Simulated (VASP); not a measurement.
Here is a VASP 6.6.1 calculation.

INCAR

```
SYSTEM = BeRu
  PREC = Accurate
  ENCUT = 520
  EDIFF = 1E-6
  ISMEAR = -1
  SIGMA = 0.05
  LREAL = .False.
  LASPH = .True.
  NELM = 150
  ALGO = Normal
  ISIF = 2
  LWAVE = .False.
  LCHARG = .False.
  LNONCOLLINEAR = .True.
  MAGMOM = 0 0 0 0 0 0
  LORBIT = 11
  LSORBIT = .True.
  GGA_COMPAT = .False.
  LORBMOM = .True.
  LMAXMIX = 4
  NBANDS = 28
```

KPOINTS

```
Automatic mesh
0
Gamma
  8 8 5
  0 0 0
```

File POSCAR:

```
BeRu
1.0
    2.2883455500      0.0000000000      0.0000000000
    0.0000000000      2.2883455500      0.0000000000
    0.0000000000      0.0000000000      3.7829166300
Be Ru
1 1
Direct
    0.5000000000      0.5000000000      0.0000000000
    0.5000000000      0.5000000000      0.5000000000
```

Potentials or basis: VASP PAW LDA potentials, release 64 (Be, Ru_pv).

Launch:

```bash
$ cat potpaw_LDA.64/Be/POTCAR potpaw_LDA.64/Ru_pv/POTCAR > POTCAR
$ mpirun -np 1 vasp_ncl > vasp.out
```

Q: Predict the net moment.

A: 0.00 μB per cell.

Q: Estimate the pressure.

A: 82.7 GPa.

Stress tensor (GPa, compression positive):
```
 64.46   0.00   0.00
  0.00  64.46   0.00
  0.00   0.00 119.08
```

Caveat: the cell stands under pressure.
